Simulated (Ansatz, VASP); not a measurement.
# Two plane-wave programs on Au

```xyz
2
Lattice="0.0000 -2.0455 -2.0455 0.0000 2.0455 -2.0455 4.0910 0.0000 0.0000" Properties=species:S:1:pos:R:3 pbc="T T T"
Au    2.1205    0.0000   -2.0455
Au   -0.0750    0.0000    0.0000
```

Change from the starting cell: mode 6 (146.6 1/cm) frozen in, largest displacement +0.075 Å.

Alike in both runs: task single point; functional PBEsol; k mesh 16 × 16 × 12; occupations gaussian, width 0.15 eV; no spin polarisation.

|  | VASP | Ansatz |
| --- | --- | --- |
| version | VASP 6.6.1 | Ansatz 0.2.0 |
| potentials or method | VASP PAW PBE potentials, release 64 (Au), cutoff 520 eV | scalar-relativistic, plane waves, PAW |
| valence electrons in the cell | 22 | 38 |

|  | VASP | Ansatz | Ansatz less VASP |
| --- | --- | --- | --- |
| gap on the k mesh at the Fermi level (eV) | none | none | - |
| pressure (GPa) | 0.9 | 1.2 | +0.27 |
| traceless stress, the component that is largest in VASP (GPa) | -0.28 | -0.28 | +0.002 |
| rms of the force components (eV/Å) | 0.685 | 0.689 | +0.0035 |

VASP's potentials were made for PBE, not for PBEsol. Atom by atom the forces differ by 0.004 eV/Å (rms over components). A gap of «none» marks a metal or a gap that the smearing closes. VASP's potentials hold 22 valence electrons a cell and Ansatz's 38, so a difference there can come from the potentials and not from the codes.

Spin-orbit coupling is off throughout.
